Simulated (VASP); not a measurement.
Set up this calculation in VASP 6.6.1, as the native input.

```yaml
Task: single point
Functional: PBE
Potentials_or_basis: VASP PAW PBE potentials, release 64 (B, N, Al, Ga_d, In_d)
Cutoff: 520 eV
k_mesh: 4 × 4 × 2
Occupations: gaussian, width 0.1 eV
Spin: no spin polarisation
Dipole_correction: no
Further_INCAR_settings: LREAL = Auto; ALGO = Normal; EDIFF = 1e-06; NBANDS = 76; ISYM = 0
```

The structure of Al3In3GaB3N10 lies in POSCAR:

```
Al3In3GaB3N10
1.0
    2.0039313129      2.4581058368      4.6931485340
   -2.1626942885     -1.9878679467      4.5374110767
    6.6046064355     -4.7227730882      1.9534487259
B N Al Ga In
3 10 3 1 3
Direct
    0.6464427124      0.0105684709      0.7442423702
    0.2926038742      0.0068441363      0.2121130632
    0.8776334300      0.0630358377      0.3419922664
    0.5371379719      0.8687858236      0.6607623765
    0.4916181131      0.3122914741      0.7732190981
    0.9486265470      0.8877253528      0.7850082211
    0.3555280677      0.8571902216      0.0626267744
    0.8181330624      0.9633056883      0.2070874218
    0.7083938235      0.3455555166      0.4027721928
    0.1555730231      0.9233611923      0.3885013427
    0.0672605011      0.3675638876      0.6103081894
    0.9148868165      0.3739522277      0.9713395687
    0.2764329203      0.2844499768      0.2022621825
    0.1935551378      0.9993841777      0.6103214891
    0.1035062374      0.4955104412      0.7934303216
    0.0279974573      0.0038598586      0.9972249642
    0.7025436261      0.4902443874      0.6137808896
    0.2990702224      0.4763042553      0.4020560897
    0.5075462174      0.4359932947      0.0067222437
    0.8695419850      0.5609607534      0.1973021712
```

The input as run:

INCAR

```
SYSTEM = Al3In3GaB3N10
PREC = Accurate ; ENCUT = 520
EDIFF = 1E-6 ; ISMEAR = 0
SIGMA = 0.1 ; LREAL = Auto
LASPH = .True. ; NELM = 100
ALGO = Normal ; ISIF = 2
LWAVE = .False. ; LCHARG = .True.
GGA = PE ; LELF = .True.
LVHAR = .True. ; ISYM = 0
NBANDS = 76
```

KPOINTS

```
regular mesh
0
Gamma
  4 4 2
  0 0 0
```

Potentials or basis: VASP PAW PBE potentials, release 64 (B, N, Al, Ga_d, In_d).

Run with:

```sh
$ cat potpaw_PBE.64/B/POTCAR potpaw_PBE.64/N/POTCAR potpaw_PBE.64/Al/POTCAR potpaw_PBE.64/Ga_d/POTCAR potpaw_PBE.64/In_d/POTCAR > POTCAR
$ mpirun -np 1 vasp_std > vasp.out
```

Results of the run:

```json
{"Pressure": "0.0 GPa", "Largest force": "0.039 eV/Å", "Band gap on the k mesh": "1.05 eV (least direct gap 1.14 eV)"}
```

Caveat: spin-orbit coupling is left out, which moves the levels of the heavy elements.

Wall time 24 min on 1 thread of Intel Xeon 8259CL (shared host), peak memory 0.46 GiB.
